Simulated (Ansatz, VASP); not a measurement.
# InAuS: VASP beside Ansatz

File POSCAR:

```
InAuS
1.0
    3.7811000000      0.0000000000      0.0000000000
    0.0000000000      3.7811000000      0.0000000000
    0.0000000000      0.0000000000      8.3791680000
In Au S
2 2 2
Direct
    0.0000000000      0.0000000000      0.0000000000
    0.5000000000      0.5000000000      0.0000000000
    0.0000000000      0.5000000000      0.2770000000
    0.5000000000      0.0000000000      0.7230000000
    0.0000000000      0.5000000000      0.6220000000
    0.5000000000      0.0000000000      0.3780000000
```

The input INCAR.step1:

```
PREC = Accurate
ENCUT = 520
ISMEAR = -1
SIGMA = 0.0189
LREAL = False
LASPH = True
NELM = 80
NBANDS = 39
GGA = PE
ALGO = Normal
EDIFF = 1E-4
LWAVE = True
LCHARG = False
```

Contents of INCAR.step2:

```
PREC = Accurate
ENCUT = 520
EDIFF = 1E-7
ISMEAR = -1
SIGMA = 0.0189
LREAL = False
LASPH = True
NELM = 80
ALGO = Normal
ISIF = 2
LWAVE = False
LCHARG = True
METAGGA = R2SCAN
LMIXTAU = True
LELF = True
LVHAR = True
NBANDS = 39
ISTART = 1
```

The input KPOINTS:

```
Automatic mesh
0
Gamma
  8 8 4
```

Input for Ansatz:

```yaml
crystal:
  lattice:
    - [3.7811, 0.0, 0.0]
    - [0.0, 3.7811, 0.0]
    - [0.0, 0.0, 8.379168]
  atoms:
    - { symbol: In, position: [0.0, 0.0, 0.0] }
    - { symbol: In, position: [0.5, 0.5, 0.0] }
    - { symbol: Au, position: [0.0, 0.5, 0.277] }
    - { symbol: Au, position: [0.5, 0.0, 0.723] }
    - { symbol: S, position: [0.0, 0.5, 0.622] }
    - { symbol: S, position: [0.5, 0.0, 0.378] }
  symmetry: { tolerance: 0.0003 }
kpoints:
  mp_grid: { grid: [8, 8, 4], shift: [0, 0, 0] }
  band_path:
    path:
      - [0.0, 0.0, 0.0]
      - [0.0, 0.5, 0.0]
      - [0.5, 0.5, 0.0]
      - [0.0, 0.0, 0.0]
      - [0.0, 0.0, 0.5]
      - [0.0, 0.5, 0.5]
      - [0.5, 0.5, 0.5]
      - [0.0, 0.0, 0.5]
      - [0.0, 0.5, 0.0]
      - [0.0, 0.5, 0.5]
      - [0.5, 0.5, 0.0]
    npoints: 7
magnetization:
  spin_polarized: false
scf:
  occupations: { method: fermi_dirac, width: 0.0189 }
  lower_state_search: "off"
  max_iter: 200
hamiltonian:
  pseudopotentials: { kind: paw }
  xc: r2scan
basis:
  ecutwfc: 500
  fft_grid_basis: typed
output:
  forces: true
  stress: true
  eigenvalues: true
  bader: true
  populations: true
  elf: true
  write_potential: true
  volumetric_format: npy
  dos:
    e_range: [-12, 8]
    de: 0.05
    projected: { site_lists: { Au: [Au], In: [In], S: [S] } }
  write_density: true
checkpoint:
  read: saved_state
```

Alike in both runs: task single point; functional r2SCAN; k mesh 8 × 8 × 4; occupations fermi-dirac, width 0.0189 eV; no spin polarisation.

```csv
,VASP,Ansatz
version,VASP 6.6.1,Ansatz 0.2.0
potentials or method,"VASP PAW PBE potentials, release 64 (In_d, Au, S), cutoff 520 eV",PAW plane waves
valence electrons in the cell,60,76
```

|  | VASP | Ansatz | Ansatz less VASP |
| --- | --- | --- | --- |
| pressure (GPa) | 5.1 | 5.0 | -0.10 |
| traceless stress, the component that is largest in VASP (GPa) | -10.22 | -10.22 | +0.004 |
| rms of the force components (eV/Å) | 0.511 | 0.506 | -0.0051 |

VASP's potentials were made for PBE, not for r2SCAN. Atom by atom the forces differ by 0.007 eV/Å (rms over components). With one functional, cell and mesh, what is left measures potentials, basis and numerics. VASP's potentials hold 60 valence electrons a cell and Ansatz's 76, so a difference there can come from the potentials and not from the codes.

Neither program's run includes spin-orbit coupling.
